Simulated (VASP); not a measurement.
# Pb (Fd-3m) in VASP: further runs

Aim: see how the results for Pb move with the level of theory and the settings. Levels: PBE0, HSE06. Tasks: single point.

Everything below comes from runs of VASP 6.6.1. Logs are shortened: lines on timing, memory, paths and dates and some standing lists are left out, and cuts for length are marked.

## (1) The cell of the first run

The structure is cubic, space group Fd-3m (No. 227). Conventional cell: a = 6.878 Å, b = 6.878 Å, c = 6.878 Å, α = 90.00°, β = 90.00°, γ = 90.00°. Pb (site symmetry -43m) has 4 Pb at 2.98 Å within 3.9 Å.

This isn't the form of Pb at room conditions, which is fcc.

## (2) Single point, PBE0, non-collinear spin, zero start, spin-orbit coupling

POSCAR

```
Pb
1.0
    0.0000000000      3.4390000555      3.4390000555
    3.4390000555      0.0000000000      3.4390000555
    3.4390000555      3.4390000555      0.0000000000
Pb
2
Direct
    0.2500000000      0.2500000000      0.2500000000
    0.0000000000      0.0000000000      0.0000000000
```

INCAR.step1

```
SYSTEM = Pb
ALGO = Normal
EDIFF = 1E-5
ENCUT = 520
GGA = PE
GGA_COMPAT = .FALSE.
ISIF = 2
ISMEAR = -1
LASPH = .TRUE.
LCHARG = .FALSE.
LORBIT = 11
LORBMOM = .TRUE.
LREAL = .FALSE.
LSORBIT = .TRUE.
LWAVE = .TRUE.
MAGMOM = 0 0 0 0 0 0
NBANDS = 40
NELM = 150
PREC = Accurate
SIGMA = 0.05
```

INCAR.step2

```
SYSTEM = Pb
AEXX = 0.25
ALGO = Normal
EDIFF = 1E-6
ENCUT = 520
GGA = PE
GGA_COMPAT = .FALSE.
ISIF = 2
ISMEAR = -1
ISTART = 1
LASPH = .TRUE.
LCHARG = .FALSE.
LHFCALC = .TRUE.
LORBIT = 11
LORBMOM = .TRUE.
LREAL = .FALSE.
LSORBIT = .TRUE.
LWAVE = .FALSE.
MAGMOM = 0 0 0 0 0 0
NBANDS = 40
NELM = 150
PREC = Accurate
PRECFOCK = Normal
SIGMA = 0.05
```

KPOINTS

```
k-points
0
G
  3 3 3
  0 0 0
```

Potentials or basis: VASP PAW PBE potentials, release 64 (Pb_d).

Run with:

```
$ cat potpaw_PBE.64/Pb_d/POTCAR > POTCAR
$ cp INCAR.step1 INCAR
$ mpirun -np 1 vasp_ncl > vasp.out
$ cp INCAR.step2 INCAR
$ mpirun -np 1 vasp_ncl > vasp.out
```

OUTCAR:

```text
SYSTEM = Pb
   AEXX = 0.25
   EDIFF = 1E-6
   ENCUT = 520
   GGA = PE
   ISIF = 2
   ISMEAR = -1
   ISTART = 1
   LASPH = .TRUE.
   LHFCALC = .TRUE.
   LORBIT = 11
   LREAL = .FALSE.
   LSORBIT = .TRUE.
   NELM = 150
   PREC = Accurate
   PRECFOCK = Normal

 ion  position               nearest neighbor table
   1  0.250  0.250  0.250-   2 2.98   2 2.98   2 2.98   2 2.98
   2  0.000  0.000  0.000-   1 2.98   1 2.98   1 2.98   1 2.98

  LATTYP: Found a face centered cubic cell.
 ALAT       =     6.8780001110

  Lattice vectors:

 A1 = (   0.0000000000,   3.4390000555,   3.4390000555)
 A2 = (   3.4390000555,   0.0000000000,   3.4390000555)
 A3 = (   3.4390000555,   3.4390000555,   0.0000000000)

Analysis of symmetry for initial positions (statically):
=====================================================================
 Subroutine PRICEL returns:
 Original cell was already a primitive cell.

 Routine SETGRP: Setting up the symmetry group for a
 face centered cubic supercell.

 Subroutine GETGRP returns: Found 48 space group operations
 (whereof 24 operations were pure point group operations)
 out of a pool of 48 trial point group operations.

The static configuration has the point symmetry T_d .
 The point group associated with its full space group is O_h .

Analysis of symmetry for dynamics (positions and initial velocities):
=====================================================================
 Subroutine PRICEL returns:
 Original cell was already a primitive cell.

 Routine SETGRP: Setting up the symmetry group for a
 face centered cubic supercell.

 Subroutine GETGRP returns: Found 48 space group operations
 (whereof 24 operations were pure point group operations)
 out of a pool of 48 trial point group operations.

The dynamic configuration has the point symmetry T_d .
 The point group associated with its full space group is O_h .

Analysis of structural, dynamic, and magnetic symmetry:
=====================================================================
 Subroutine PRICEL returns:
 Original cell was already a primitive cell.

 Routine SETGRP: Setting up the symmetry group for a
 face centered cubic supercell.

 Subroutine GETGRP returns: Found 48 space group operations
 (whereof 24 operations were pure point group operations)
 out of a pool of 48 trial point group operations.

The overall configuration has the point symmetry T_d .
 The point group associated with its full space group is O_h .

 Subroutine INISYM returns: Found 48 space group operations
 (whereof 24 operations are pure point group operations),
 and found     1 'primitive' translations

----------------------------------------------------------------------------------------

                                     Primitive cell

  volume of cell :      81.3442

  direct lattice vectors                    reciprocal lattice vectors
     0.000000000  3.439000056  3.439000056    -0.145391100  0.145391100  0.145391100
     3.439000056  0.000000000  3.439000056     0.145391100 -0.145391100  0.145391100
     3.439000056  3.439000056  0.000000000     0.145391100  0.145391100 -0.145391100

  length of vectors
     4.863480519  4.863480519  4.863480519     0.251824772  0.251824772  0.251824772

  position of ions in fractional coordinates (direct lattice)
     0.250000000  0.250000000  0.250000000
     0.000000000  0.000000000  0.000000000

  ion indices of the primitive-cell ions
   primitive index   ion index
                 1           1
                 2           2

----------------------------------------------------------------------------------------

 KPOINTS: k-points

Automatic generation of k-mesh.
 Grid dimensions read from file:
 generate k-points for:    3    3    3

 Generating k-lattice:

  Cartesian coordinates                     Fractional coordinates (reciprocal lattice)
    -0.048463700  0.048463700  0.048463700     0.333333333  0.000000000  0.000000000
     0.048463700 -0.048463700  0.048463700     0.000000000  0.333333333  0.000000000
     0.048463700  0.048463700 -0.048463700     0.000000000  0.000000000  0.333333333

  Length of vectors
     0.083941591  0.083941591  0.083941591

  Shift w.r.t. Gamma in fractional coordinates (k-lattice)
     0.000000000  0.000000000  0.000000000

 Subroutine IBZKPT returns following result:
 ===========================================

 Found      4 irreducible k-points:

 Following reciprocal coordinates:
            Coordinates               Weight
  0.000000  0.000000  0.000000      1.000000
  0.333333  0.000000  0.000000      8.000000
  0.333333  0.333333  0.000000      6.000000
[... 37 lines left out ...]
   IMIX   =      1    mixing-type and parameters
     AMIX     =   0.40;   BMIX     =  1.00
     AMIX_MAG =   1.60;   BMIX_MAG =  1.00
  volume/ion in A,a.u.               =      40.67       274.47
  Fermi-wavevector in a.u.,A,eV,Ry     =   1.147322  2.168124 17.909999  1.316348
  Thomas-Fermi vector in A             =   2.284002
   LORBIT       =     11    0 simple, 1 ext, 2 COOP (PROOUT), +10 PAW based schemes
   GGA     = PE    functional components
   LHFCALC =     T    Hartree Fock is set to
   PRECFOCK=normal    Normal, Fast or Accurate (Low or Medium for compatibility)
   ENCUT4O =  -1.0   cutoff for four orbital integrals eV
   NKREDX  =     1    reduce k-point grid by
   NKREDY  =     1    reduce k-point grid by
   NKREDZ  =     1    reduce k-point grid by
   AEXX    =    0.2500 exact exchange contribution
   HFSCREEN=    0.0000 screening length (either q_TF or 0.3 A-1)
   HFSCREENC=   0.0000 screening length for correlation (either q_TF or 0.3 A-1)
   ENCUTFOCK=  -1.0 apply spherical cutoff to Coloumb kernel
   IVDW    =     0    specifies the selected vdW correction
   LEPSILON=     F    determine dielectric tensor
   LRPA    =     F    only Hartree local field effects (RPA)
  energy-cutoff  :      520.00
  volume of cell :       81.34
 maximum number of plane-waves:      4370
  NGX = 28; NGY = 28; NGZ = 28

 number of electron      28.0000001 magnetization       0.0000002     -0.0000002     -0.0000001

 number of electron      28.0000001 magnetization      -0.0099572     -0.0119436     -0.0120048

 Free energy of the ion-electron system (eV)
  ---------------------------------------------------
  ext. energy  EPLUGINS =         0.00000000
  ---------------------------------------------------
  free energy    TOTEN  =        -9.62459014 eV

  energy without entropy =       -9.61600839  energy(sigma->0) =       -9.62029926

 E-fermi :   4.3932     XC(G=0):  -6.6731

 val. band max:        3.0850966539   @ k =   0.3333   0.0000   0.0000
 cond. band min:       4.4489537071   @ k =   0.3333   0.0000   0.0000
 fundamental gap:      1.3638570533
 Fermi energy:         4.3932296084

 k-point     1 :       0.0000    0.0000    0.0000
  band No.  band energies     occupation
      1     -16.5256      1.00000
      2     -16.5255      1.00000
      3     -16.5247      1.00000
      4     -16.5246      1.00000
      5     -16.4033      1.00000
      6     -16.4030      1.00000
[... 161 lines left out ...]
     39      12.7017      0.00000
     40      12.7149      0.00000

------------------------ aborting loop because EDIFF is reached ----------------------------------------

  FORCE on cell =-STRESS in cart. coord.  units (eV):
  Direction    XX          YY          ZZ          XY          YZ          ZX
  --------------------------------------------------------------------------------------
  -------------------------------------------------------------------------------------
  Total        1.5943909      1.5943909      1.5943909     -0.0000000     -0.0000000      0.0000000
  in kB       31.4035562     31.4035562     31.4035562     -0.0000000     -0.0000000      0.0000000
  external PRESSURE =      31.4035562 kB  Pullay stress =       0.0000000 kB

 VOLUME and BASIS-vectors are now :
 -----------------------------------------------------------------------------
  energy-cutoff  :      520.00
  volume of cell :       81.34
      direct lattice vectors                 reciprocal lattice vectors
     0.000000000  3.439000056  3.439000056    -0.145391100  0.145391100  0.145391100
     3.439000056  0.000000000  3.439000056     0.145391100 -0.145391100  0.145391100
     3.439000056  3.439000056  0.000000000     0.145391100  0.145391100 -0.145391100

 POSITION                                       TOTAL-FORCE (eV/Angst)
 -----------------------------------------------------------------------------------
      1.71950      1.71950      1.71950        -0.000000     -0.000000     -0.000000
      0.00000      0.00000      0.00000         0.000000      0.000000      0.000000
 -----------------------------------------------------------------------------------
    total drift:                                0.005176     -0.005539     -0.000008

  FREE ENERGIE OF THE ION-ELECTRON SYSTEM (eV)
  ---------------------------------------------------
  free  energy   TOTEN  =        -9.6245901351 eV

  energy  without entropy=       -9.6160083890  energy(sigma->0) =       -9.62029926

 orbital moment (x)

 # of ion     p       d       tot
 ----------------------------------------
  1        -0.002   0.000  -0.002
  2        -0.002   0.000  -0.002
 ----------------------------------------
           -0.004   0.000  -0.004

 orbital moment (y)

 # of ion     p       d       tot
 ----------------------------------------
  1        -0.002   0.000  -0.002
  2        -0.002   0.000  -0.002
 ----------------------------------------
           -0.004   0.000  -0.004

 orbital moment (z)

 # of ion     p       d       tot
 ----------------------------------------
  1        -0.002   0.000  -0.002
  2        -0.002   0.000  -0.002
 ----------------------------------------
           -0.004   0.000  -0.004

 Spin-Orbit-Coupling matrix elements

 Ion:    1  E_soc:     -1.3280128
 l=   1
     0.0000000    -0.1570299    -0.1570233
    -0.1570299     0.0000000    -0.1570219
    -0.1570233    -0.1570219     0.0000000
 l=   2
     0.0000000    -0.0123223     0.0000000    -0.0123229    -0.0519864
    -0.0123223     0.0000000    -0.0389902    -0.0123236    -0.0129973
     0.0000000    -0.0389902     0.0000000    -0.0389912     0.0000000
    -0.0123229    -0.0123236    -0.0389912     0.0000000    -0.0129974
    -0.0519864    -0.0129973     0.0000000    -0.0129974     0.0000000
 l=   3
     0.0000000     0.0000000     0.0000000     0.0000000     0.0000000     0.0000000     0.0000000
     0.0000000     0.0000000     0.0000000     0.0000000     0.0000000     0.0000000     0.0000000
     0.0000000     0.0000000     0.0000000     0.0000000     0.0000000     0.0000000     0.0000000
     0.0000000     0.0000000     0.0000000     0.0000000     0.0000000     0.0000000     0.0000000
     0.0000000     0.0000000     0.0000000     0.0000000     0.0000000     0.0000000     0.0000000
     0.0000000     0.0000000     0.0000000     0.0000000     0.0000000     0.0000000     0.0000000
     0.0000000     0.0000000     0.0000000     0.0000000     0.0000000     0.0000000     0.0000000

 Ion:    2  E_soc:     -1.3280186
 l=   1
     0.0000000    -0.1570337    -0.1570260
    -0.1570337     0.0000000    -0.1570267
    -0.1570260    -0.1570267     0.0000000
 l=   2
     0.0000000    -0.0123238     0.0000000    -0.0123231    -0.0519857
    -0.0123238     0.0000000    -0.0389887    -0.0123225    -0.0129957
     0.0000000    -0.0389887     0.0000000    -0.0389877     0.0000000
    -0.0123231    -0.0123225    -0.0389877     0.0000000    -0.0129956
    -0.0519857    -0.0129957     0.0000000    -0.0129956     0.0000000
 l=   3
     0.0000000     0.0000000     0.0000000     0.0000000     0.0000000     0.0000000     0.0000000
     0.0000000     0.0000000     0.0000000     0.0000000     0.0000000     0.0000000     0.0000000
     0.0000000     0.0000000     0.0000000     0.0000000     0.0000000     0.0000000     0.0000000
     0.0000000     0.0000000     0.0000000     0.0000000     0.0000000     0.0000000     0.0000000
     0.0000000     0.0000000     0.0000000     0.0000000     0.0000000     0.0000000     0.0000000
     0.0000000     0.0000000     0.0000000     0.0000000     0.0000000     0.0000000     0.0000000
     0.0000000     0.0000000     0.0000000     0.0000000     0.0000000     0.0000000     0.0000000

 total charge

# of ion       s       p       d       tot
------------------------------------------
    1        1.366   0.921   9.805  12.092
    2        1.366   0.921   9.805  12.092
--------------------------------------------------
tot          2.733   1.841  19.610  24.184

 magnetization (x)

# of ion       s       p       d       tot
------------------------------------------
    1       -0.000  -0.000   0.000  -0.000
    2        0.000  -0.000   0.000  -0.000
--------------------------------------------------
tot         -0.000  -0.000   0.000  -0.000

 magnetization (y)

# of ion       s       p       d       tot
------------------------------------------
    1       -0.000  -0.000   0.000  -0.000
    2        0.000  -0.000   0.000  -0.000
--------------------------------------------------
tot          0.000  -0.000   0.000  -0.000

 magnetization (z)

# of ion       s       p       d       tot
------------------------------------------
    1       -0.000  -0.000   0.000  -0.000
    2       -0.000  -0.000  -0.000  -0.000
--------------------------------------------------
tot         -0.000  -0.000  -0.000  -0.000
```

Run time: 68 min. Hardware: 1 thread of Intel Xeon Platinum 8375C at 2.90GHz (Ice Lake), shared host; peak memory 0.42 GiB.

What came out:

| Quantity | Value |
| --- | --- |
| Free energy | -9.6246 eV |
| Pressure | 3.1 GPa |
| Net moment | 0.02 μB per cell |
| Valence electrons inside the program's atomic spheres | Pb 12.09 |

Moments on the atoms (μB; x, y, z):
```
Pb  0.00 0.00 0.00
Pb  0.00 0.00 0.00
```

Caveat: the k points lie up to 0.53 Å⁻¹ apart; the PAW data sets were made with another functional, which shifts forces and pressure a little.

## (3) Single point, HSE06

This run uses another cell than the first one, of 43.11 Å³/atom.

POSCAR

```
Pb
1.0
    0.0000000000      3.5064485529      3.5064485529
    3.5064485529      0.0000000000      3.5064485529
    3.5064485529      3.5064485529      0.0000000000
Pb
2
Direct
    0.2500000000      0.2500000000      0.2500000000
    0.0000000000      0.0000000000      0.0000000000
```

INCAR.step1

```
PREC     = Accurate       # precision mode
ENCUT    = 520            # plane-wave cutoff, eV
EDIFF    = 1E-5           # SCF threshold, eV
ISMEAR   = -1             # smearing method
SIGMA    = 0.05           # smearing width, eV
LREAL    = False          # projectors in reciprocal space
LASPH    = True           # aspherical terms in the spheres
NELM     = 100            # most SCF steps
ALGO     = Normal         # electronic algorithm
ISIF     = 2              # what is computed and relaxed
LWAVE    = True           # write WAVECAR
LCHARG   = False          # write CHGCAR
GGA      = PE             # functional
NBANDS   = 21             # bands
```

INCAR.step2

```
PREC     = Accurate       # precision mode
ENCUT    = 520            # plane-wave cutoff, eV
EDIFF    = 1E-7           # SCF threshold, eV
ISMEAR   = -1             # smearing method
SIGMA    = 0.05           # smearing width, eV
LREAL    = False          # projectors in reciprocal space
LASPH    = True           # aspherical terms in the spheres
NELM     = 100            # most SCF steps
ALGO     = Normal         # electronic algorithm
ISIF     = 2              # what is computed and relaxed
LWAVE    = False          # write WAVECAR
LCHARG   = False          # write CHGCAR
GGA      = PE             # functional
LHFCALC  = True           # exact exchange
HFSCREEN = 0.2079         # screening, 1/A
PRECFOCK = Normal       
ISTART   = 1            
NBANDS   = 21             # bands
```

KPOINTS

```
Automatic mesh
0
Gamma
  4 4 4
```

Potentials or basis: VASP PAW PBE potentials, release 64 (Pb_d).

Run with:

```
$ cat potpaw_PBE.64/Pb_d/POTCAR > POTCAR
$ cp INCAR.step1 INCAR
$ mpirun -np 1 vasp_std > vasp.out
$ cp INCAR.step2 INCAR
$ mpirun -np 1 vasp_std > vasp.out
```

Run time: 32 min. Hardware: 1 thread of AMD EPYC 7R13 (Zen 3), shared host; peak memory 0.3 GiB.

The run converged. Its results:

```yaml
Free_energy: -7.5360 eV
Pressure: -0.1 GPa
Band_gap_on_the_k_mesh: zero (bands 14 and 15 overlap by 1.19 eV)
```

Levels at points of the mesh, in eV from the Fermi level:
```csv
k point,band 11,band 12,band 13,band 14,band 15,band 16,band 17,band 18
"(0.00, 0.00, 0.00)",-11.62,-3.96,0.72,0.72,0.72,3.05,3.05,3.05
"(0.50, 0.00, 0.00)",-10.22,-7.34,-0.57,-0.47,-0.47,4.20,4.20,6.25
"(0.50, 0.50, 0.00)",-8.83,-8.83,-1.74,-1.74,1.45,1.45,7.92,7.92
```

Caveat: the k points lie up to 0.39 Å⁻¹ apart, too coarse for converged energies and pressures of a metal; the PAW data sets were made with another functional, which shifts forces and pressure a little; spin-orbit coupling is left out, which moves the levels of the heavy elements.
